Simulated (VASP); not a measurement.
# Sn (Immm) in VASP: notebook

Runs on Sn. Level: PBEsol+D3(BJ). Tasks: single point.

Program: VASP 6.6.1. These are calculated values, not measurements. Logs are shortened: lines on timing, memory, paths and dates and some standing lists are left out, and cuts for length are marked.

## Step 1: The cell of the first run

The typed cell holds 1 atom: a = 3.067 Å, b = 3.067 Å, c = 3.067 Å, α = 106.73°, β = 115.13°, γ = 106.71°.

## Step 2: Single point, PBEsol+D3(BJ) (volume scaled by 0.88, then relaxed in part)

Contents of INCAR:

```
SYSTEM = Sn
PREC     = Accurate       ! precision mode
ENCUT    = 520            ! plane-wave cutoff, eV
EDIFF    = 1E-6           ! SCF threshold, eV
ISMEAR   = 0              ! smearing method
SIGMA    = 0.1            ! smearing width, eV
LREAL    = .False.        ! projectors in reciprocal space
LASPH    = .True.         ! aspherical terms in the spheres
NELM     = 60             ! most SCF steps
ALGO     = Fast           ! electronic algorithm
ISIF     = 2              ! what is computed and relaxed
LWAVE    = .False.        ! write WAVECAR
LCHARG   = .True.         ! write CHGCAR
GGA      = PS             ! functional
IVDW     = 12             ! dispersion correction
LELF     = .True.         ! ELF
LVHAR    = .True.       
NBANDS   = 13             ! bands
```

Contents of KPOINTS:

```
regular mesh
0
Gamma
  16 16 16
  0 0 0
```

Contents of POSCAR:

```
Sn
1.0
   -1.8303081232      1.6451676852      1.8308543509
    1.8303081232     -1.6451676852      1.8308543509
    1.8303081232      1.6451676852     -1.8308543509
Sn
1
Direct
    0.0000000000      0.0000000000      0.0000000000
```

Potentials or basis: VASP PAW PBE potentials, release 64 (Sn_d).

On the command line:

```sh
cat potpaw_PBE.64/Sn_d/POTCAR > POTCAR
mpirun -np 1 vasp_std > vasp.out
```

OUTCAR:

```text
SYSTEM = Sn
   PREC = Accurate
   ENCUT = 520
   EDIFF = 1E-6
   ISMEAR = 0
   LREAL = .False.
   LASPH = .True.
   NELM = 60
   ISIF = 2
   GGA = PS
   IVDW = 12
 IVDW          = 12

 ion  position               nearest neighbor table
   1  0.000  0.000  0.000-

  LATTYP: Found a body centered orthorhombic cell.
 ALAT       =     3.2903353704
 B/A-ratio  =     1.1125359072
 C/A-ratio  =     1.1128679267

  Lattice vectors:

 A1 = (   1.8303081232,  -1.6451676852,  -1.8308543509)
 A2 = (  -1.8303081232,   1.6451676852,  -1.8308543509)
 A3 = (   1.8303081232,   1.6451676852,   1.8308543509)

Analysis of symmetry for initial positions (statically):
=====================================================================
 Subroutine PRICEL returns:
 Original cell was already a primitive cell.

 Routine SETGRP: Setting up the symmetry group for a
 body centered orthorhombic supercell.

 Subroutine GETGRP returns: Found  8 space group operations
 (whereof  8 operations were pure point group operations)
 out of a pool of  8 trial point group operations.

The static configuration has the point symmetry D_2h.

Analysis of symmetry for dynamics (positions and initial velocities):
=====================================================================
 Subroutine PRICEL returns:
 Original cell was already a primitive cell.

 Routine SETGRP: Setting up the symmetry group for a
 body centered orthorhombic supercell.

 Subroutine GETGRP returns: Found  8 space group operations
 (whereof  8 operations were pure point group operations)
 out of a pool of  8 trial point group operations.

The dynamic configuration has the point symmetry D_2h.

 Subroutine INISYM returns: Found  8 space group operations
 (whereof  8 operations are pure point group operations),
 and found     1 'primitive' translations

----------------------------------------------------------------------------------------

                                     Primitive cell

  volume of cell :      22.0520

  direct lattice vectors                    reciprocal lattice vectors
    -1.830308123  1.645167685  1.830854351     0.000000000  0.303920387  0.273096546
     1.830308123 -1.645167685  1.830854351     0.273178048  0.000000000  0.273096546
     1.830308123  1.645167685 -1.830854351     0.273178048  0.303920387  0.000000000

  length of vectors
     3.067349376  3.067349376  3.067349376     0.408594329  0.386274474  0.408648807

  position of ions in fractional coordinates (direct lattice)
     0.000000000  0.000000000  0.000000000

  ion indices of the primitive-cell ions
   primitive index   ion index
                 1           1

----------------------------------------------------------------------------------------

 KPOINTS: regular mesh

Automatic generation of k-mesh.
 Grid dimensions read from file:
 generate k-points for:   16   16   16

 Generating k-lattice:

  Cartesian coordinates                     Fractional coordinates (reciprocal lattice)
     0.000000000  0.018995024  0.017068534     0.062500000  0.000000000  0.000000000
     0.017073628  0.000000000  0.017068534     0.000000000  0.062500000  0.000000000
     0.017073628  0.018995024  0.000000000     0.000000000  0.000000000  0.062500000

  Length of vectors
     0.025537146  0.024142155  0.025540550

  Shift w.r.t. Gamma in fractional coordinates (k-lattice)
     0.000000000  0.000000000  0.000000000

 Subroutine IBZKPT returns following result:
 ===========================================

 Found    621 irreducible k-points:

 Following reciprocal coordinates:
            Coordinates               Weight
  0.000000  0.000000  0.000000      1.000000
  0.062500  0.000000  0.000000      4.000000
  0.125000  0.000000  0.000000      4.000000
  0.187500 -0.000000  0.000000      4.000000
  0.250000  0.000000  0.000000      4.000000
  0.312500  0.000000  0.000000      4.000000
[... 16 lines left out ...]
 -0.187500  0.062500 -0.000000      8.000000
 -0.125000  0.062500 -0.000000      8.000000
 [... further k-points ...]
   k-points           NKPTS =    621   k-points in BZ     NKDIM =    621   number of bands    NBANDS=     13
   number of dos      NEDOS =    301   number of ions     NIONS =      1
   total plane-waves  NPLWV =  13824
   dimension x,y,z NGX =    24 NGY =   24 NGZ =   24
   dimension x,y,z NGXF=    48 NGYF=   48 NGZF=   48
   ions per type =               1
   NGX,Y,Z   is equivalent  to a cutoff of  13.01, 13.01, 13.01 a.u.
   NGXF,Y,Z  is equivalent  to a cutoff of  26.02, 26.02, 26.02 a.u.
 SYSTEM =  Sn
   PREC   = accura    normal or accurate (medium, high low for compatibility)
   ISTART =      0    job   : 0-new  1-cont  2-samecut
   ICHARG =      2    charge: 1-file 2-atom 10-const
   ISPIN  =      1    spin polarized calculation?
   LNONCOLLINEAR =      F non collinear calculations
   LSORBIT =      F    spin-orbit coupling
   LASPH  =      T    aspherical Exc in radial PAW
   ENCUT  =  520.0 eV  38.22 Ry    6.18 a.u.   5.70  5.70  5.70*2*pi/ulx,y,z
   NELM   =     60;   NELMIN=  2; NELMDL= -5     # of ELM steps
   EDIFF  = 0.1E-05   stopping-criterion for ELM
   LREAL  =      F    real-space projection
   EDIFFG = 0.1E-04   stopping-criterion for IOM
   NSW    =      0    number of steps for IOM
   IBRION =     -1    ionic relax: 0-MD 1-quasi-New 2-CG
   NFREE  =      0    steps in history (QN), initial steepest desc. (CG)
   ISIF   =      2    stress and relaxation
   ISYM   =      2    0-nonsym 1-usesym 2-fastsym
   POTIM  = 0.5000    time-step for ionic-motion
   TEBEG  =    0.0;   TEEND  =   0.0 temperature during run
   PSTRESS=    0.0 pullay stress
   NELECT =      14.0000    total number of electrons
   NUPDOWN=      -1.0000    fix difference up-down
   EMIN   =  10.00;   EMAX   =-10.00  energy-range for DOS
   EFERMI =   0.00;   METHOD = LEGACY
   ISMEAR =     0;   SIGMA  =   0.10  broadening in eV -4-tet -1-fermi 0-gaus
   EFERMI_NEDOS =   21; number of points for ismear=-14 and -15
   IALGO  =     68    algorithm
   IMIX   =      4    mixing-type and parameters
     AMIX     =   0.40;   BMIX     =  1.00
     AMIX_MAG =   1.60;   BMIX_MAG =  1.00
  volume/ion in A,a.u.               =      22.05       148.81
  Fermi-wavevector in a.u.,A,eV,Ry     =   1.407024  2.658890 26.935672  1.979716
  Thomas-Fermi vector in A             =   2.529325
   LORBIT       =      0    0 simple, 1 ext, 2 COOP (PROOUT), +10 PAW based schemes
   GGA     = PS    functional components
   LHFCALC =     F    Hartree Fock is set to
   AEXX    =    0.0000 exact exchange contribution
   IVDW    =    12    specifies the selected vdW correction
   LEPSILON=     F    determine dielectric tensor
   LRPA    =     F    only Hartree local field effects (RPA)
 non-spin polarized calculation
 RMM-DIIS sequential band-by-band and
 Gauss-broadening in eV      SIGMA  =   0.10
  energy-cutoff  :      520.00
  volume of cell :       22.05
 maximum number of plane-waves:       606
   NGX = 11   NGY = 11   NGZ = 11

 number of electron      14.0000006 magnetization

 Free energy of the ion-electron system (eV)
  ---------------------------------------------------
  ext. energy  EPLUGINS =         0.00000000
  ---------------------------------------------------
  free energy    TOTEN  =        -4.08017944 eV

  energy without entropy =       -4.07784066  energy(sigma->0) =       -4.07901005

 E-fermi :  10.7553     XC(G=0): -11.5244

 val. band max:       10.7309596586   @ k =   0.3750   0.1875   0.0000
 cond. band min:      10.7756773344   @ k =   0.4375   0.2500   0.1250
 fundamental gap:      0.0447176758
 Fermi energy:        10.7553092277

 k-point     1 :       0.0000    0.0000    0.0000
  band No.  band energies     occupation
      1     -10.9607      2.00000
      2     -10.8862      2.00000
      3     -10.8861      2.00000
      4     -10.7305      2.00000
      5     -10.6271      2.00000
      6      -2.0802      2.00000
      7      20.0095      0.00000
      8      20.0096      0.00000
      9      21.6828      0.00000
     10      23.3204      0.00000
     11      23.3264      0.00000
     12      23.5785      0.00000
     13      24.4642      0.00000

 k-point     2 :       0.0625    0.0000    0.0000
  band No.  band energies     occupation
      1     -10.9545      2.00000
      2     -10.8836      2.00000
      3     -10.8811      2.00000
      4     -10.7279      2.00000
      5     -10.6310      2.00000
      6      -1.9747      2.00000
      7      19.5418      0.00000
      8      19.6258      0.00000
      9      20.8294      0.00000
     10      22.6692      0.00000
     11      22.7890      0.00000
     12      24.0257      0.00000
     13      24.1517      0.00000

 k-point     3 :       0.1250    0.0000    0.0000
  band No.  band energies     occupation
      1     -10.9499      2.00000
      2     -10.8779      2.00000
      3     -10.8538      2.00000
      4     -10.7196      2.00000
      5     -10.6418      2.00000
      6      -1.6570      2.00000
      7      18.1167      0.00000
      8      18.5743      0.00000
      9      19.3644      0.00000
     10      21.8876      0.00000
     11      21.9026      0.00000
     12      23.9353      0.00000
     13      25.3844      0.00000
[... 305 lines left out ...]
 k-point    23 :      -0.1875    0.0625   -0.0000
  band No.  band energies     occupation
      1     -10.9496      2.00000
      2     -10.8836      2.00000
      3     -10.8201      2.00000
      4     -10.7004      2.00000
      5     -10.6544      2.00000
      6      -1.3144      2.00000
      7      16.6966      0.00000
      8      17.9213      0.00000
      9      18.5097      0.00000
     10      21.4165      0.00000
     11      21.8875      0.00000
     12      23.2591      0.00000
     13      25.1328      0.00000

 k-point    24 :      -0.1250    0.0625   -0.0000
  band No.  band energies     occupation
      1     -10.9471      2.00000
      2     -10.8865      2.00000
      3     -10.8626      2.00000
      4     -10.7164      2.00000
      5     -10.6402      2.00000
      6      -1.7515      2.00000
      7      18.5286      0.00000
      8      19.4334      0.00000
      9      19.4902      0.00000
     10      21.7621      0.00000
     11      22.4441      0.00000
     12      23.4246      0.00000
     13      24.2852      0.00000

 [... further k-points ...]

------------------------ aborting loop because EDIFF is reached ----------------------------------------

 Edisp (eV)   -0.48404

 E8    (eV) :    -0.3418

  FORCE on cell =-STRESS in cart. coord.  units (eV):
  Direction    XX          YY          ZZ          XY          YZ          ZX
  --------------------------------------------------------------------------------------
  -------------------------------------------------------------------------------------
  Total       1.47154     1.46000     1.46927    -0.00000     0.00000     0.00000
  in kB     106.91425   106.07543   106.74909    -0.00000     0.00000     0.00000
  external pressure =      106.58 kB  Pullay stress =        0.00 kB

 VOLUME and BASIS-vectors are now :
 -----------------------------------------------------------------------------
  energy-cutoff  :      520.00
  volume of cell :       22.05
      direct lattice vectors                 reciprocal lattice vectors
    -1.830308123  1.645167685  1.830854351     0.000000000  0.303920387  0.273096546
     1.830308123 -1.645167685  1.830854351     0.273178048  0.000000000  0.273096546
     1.830308123  1.645167685 -1.830854351     0.273178048  0.303920387  0.000000000

 POSITION                                       TOTAL-FORCE (eV/Angst)
 -----------------------------------------------------------------------------------
      0.00000      0.00000      0.00000         0.000000      0.000000     -0.000000
 -----------------------------------------------------------------------------------
    total drift:                                0.000000      0.000000      0.000000

  FREE ENERGIE OF THE ION-ELECTRON SYSTEM (eV)
  ---------------------------------------------------
  free  energy   TOTEN  =        -4.5642167886 eV

  energy  without entropy=       -4.5618780039  energy(sigma->0) =       -4.56304740
```

Wall time 47 s (1 thread of Intel Xeon 6975P-C (Granite Rapids), shared host); peak memory 0.28 GiB.

What came out:

| Item | Value |
| --- | --- |
| Free energy | -4.5642 eV |
| Pressure | 10.7 GPa |
| Band gap on the k mesh | zero (band 7 reaches 20.01 eV, above the bottom of band 8 at 7.74 eV) |
| Dispersion energy per atom | -0.484 eV |

Caveat: the PAW data sets were made with another functional, which shifts forces and pressure a little; spin-orbit coupling is left out, which moves the levels of the heavy elements; pairwise dispersion overbinds metals, which lowers pressure and volume.

## Step 3: Single point, PBEsol+D3(BJ) (volume scaled by 0.91, then relaxed in part)

Contents of INCAR:

```
SYSTEM = Sn
PREC = Accurate
ENCUT = 520
EDIFF = 1E-6
ISMEAR = 0
SIGMA = 0.1
LREAL = .False.
LASPH = .True.
NELM = 80
ALGO = Fast
ISIF = 2
LWAVE = .False.
LCHARG = .False.
GGA = PS
IVDW = 12
NBANDS = 13
```

KPOINTS is that of step 2.

Contents of POSCAR:

```
Sn
1.0
   -1.8518883968      1.6608022896      1.8535920099
    1.8518883968     -1.6608022896      1.8535920099
    1.8518883968      1.6608022896     -1.8535920099
Sn
1
Direct
    0.0000000000      0.0000000000      0.0000000000
```

Potentials or basis: VASP PAW PBE potentials, release 64 (Sn_d).

On the command line:

```sh
cat potpaw_PBE.64/Sn_d/POTCAR > POTCAR
mpirun -np 1 vasp_std > vasp.out
```

It took 46 s on 1 thread of Intel Xeon 6975P-C (Granite Rapids), shared host; peak memory 0.28 GiB.

Results (log left out):

| Property | Result |
| --- | --- |
| Free energy | -4.6063 eV |
| Pressure | 7.2 GPa |
| Band gap on the k mesh | zero (band 7 reaches 19.20 eV, above the bottom of band 8 at 7.37 eV) |
| Dispersion energy per atom | -0.468 eV |

Levels at points of the mesh, in eV from the Fermi level:
```csv
k point,band 5,band 6,band 7,band 8,band 9,band 10
"(0.00, 0.00, 0.00)",-21.35,-12.53,8.94,8.94,10.54,12.49
"(0.50, 0.00, 0.00)",-21.24,-6.30,-5.29,3.76,5.30,8.32
"(0.00, 0.50, 0.00)",-21.26,-7.25,-5.64,5.48,7.53,10.40
"(0.50, 0.50, 0.00)",-21.24,-6.29,-5.28,3.75,5.28,8.30
"(0.50, 0.50, 0.50)",-21.25,-1.86,-1.49,-1.47,1.04,3.22
```

Caveat: the PAW data sets were made with another functional, which shifts forces and pressure a little; spin-orbit coupling is left out, which moves the levels of the heavy elements; pairwise dispersion overbinds metals, which lowers pressure and volume.
